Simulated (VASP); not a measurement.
**NaF (Villiaumite): single point with PBEsol**

The system is NaF (Villiaumite).

```
CELL_PARAMETERS angstrom
0.00000 2.32000 2.32000
2.32000 0.00000 2.32000
2.32000 2.32000 0.00000
ATOMIC_POSITIONS crystal
Na 0.00000 0.00000 0.00000
F 0.50000 0.50000 0.50000
```

```json
{
 "Program": "VASP 6.6.1",
 "Task": "single point",
 "Functional": "PBEsol",
 "Potentials or basis": "VASP PAW PBE potentials, release 64 (Na_pv, F)",
 "Cutoff": "520 eV",
 "k mesh": "6 × 6 × 6",
 "Occupations": "gaussian, width 0.1 eV",
 "Spin": "no spin polarisation"
}
```

```
Pressure               : -0.3 GPa
Band gap on the k mesh : 6.14 eV, direct
```

Levels at points of the mesh, in eV from the valence-band top:
| k point | band 5 | band 6 | band 7 | band 8 | band 9 | band 10 |
| --- | --- | --- | --- | --- | --- | --- |
| (0.00, 0.00, 0.00) | 0.00 | 0.00 | 0.00 | 6.14 | 18.82 | 18.82 |
| (0.50, 0.00, 0.00) | -1.61 | -0.26 | -0.26 | 10.58 | 12.30 | 19.94 |
| (0.50, 0.50, 0.00) | -1.29 | -0.41 | -0.41 | 12.95 | 13.08 | 13.49 |

It took 4.7 s on 1 thread of AMD EPYC 7R43 64-Core Processor (Zen 3), with other jobs on the host, peak memory 0.09 GiB.

Caveat: the PAW data sets were made with another functional, which shifts forces and pressure a little.
